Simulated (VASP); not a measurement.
Write the native input for VASP 6.6.1 that does the following.

```
Task                   : single point
Functional             : LDA
Potentials or basis    : VASP PAW LDA potentials, release 64 (Zr_sv, O)
Cutoff                 : 600 eV
k mesh                 : 6 × 6 × 6
Occupations            : gaussian, width 0.01 eV
Spin                   : no spin polarisation
Dipole correction      : no
Further INCAR settings : ALGO = Normal; EDIFF = 1e-06; NBANDS = 19
```

The structure of ZrO2 (Cubic zirconia) lies in POSCAR:

```
ZrO2
1.0
    0.0000000000      2.5350000000      2.5350000000
    2.5350000000      0.0000000000      2.5350000000
    2.5350000000      2.5350000000      0.0000000000
Zr O
1 2
Direct
    0.0000000000      0.0000000000      0.0000000000
    0.2500000000      0.2500000000      0.2500000000
    0.7500000000      0.7500000000      0.7500000000
```

One way to write it, as run:

INCAR

```
SYSTEM = ZrO2
ALGO = Normal
EDIFF = 1E-6
ENCUT = 600
GGA_COMPAT = .FALSE.
ISIF = 2
ISMEAR = 0
LASPH = .TRUE.
LCHARG = .FALSE.
LREAL = .FALSE.
LWAVE = .FALSE.
NBANDS = 19
NELM = 120
PREC = Accurate
SIGMA = 0.01
```

KPOINTS

```
k-points
0
G
  6 6 6
  0 0 0
```

Potentials or basis: VASP PAW LDA potentials, release 64 (Zr_sv, O).

Command:

```bash
$ cat potpaw_LDA.64/Zr_sv/POTCAR potpaw_LDA.64/O/POTCAR > POTCAR
$ mpirun -np 1 vasp_std > vasp.out
```

It gave:

```
Pressure               : -6.1 GPa
Band gap on the k mesh : 3.26 eV, indirect (least direct gap 3.70 eV)
```

Wall time 28 s on 1 thread of Intel Xeon 8259CL, with other jobs on the host, peak memory 0.15 GiB.
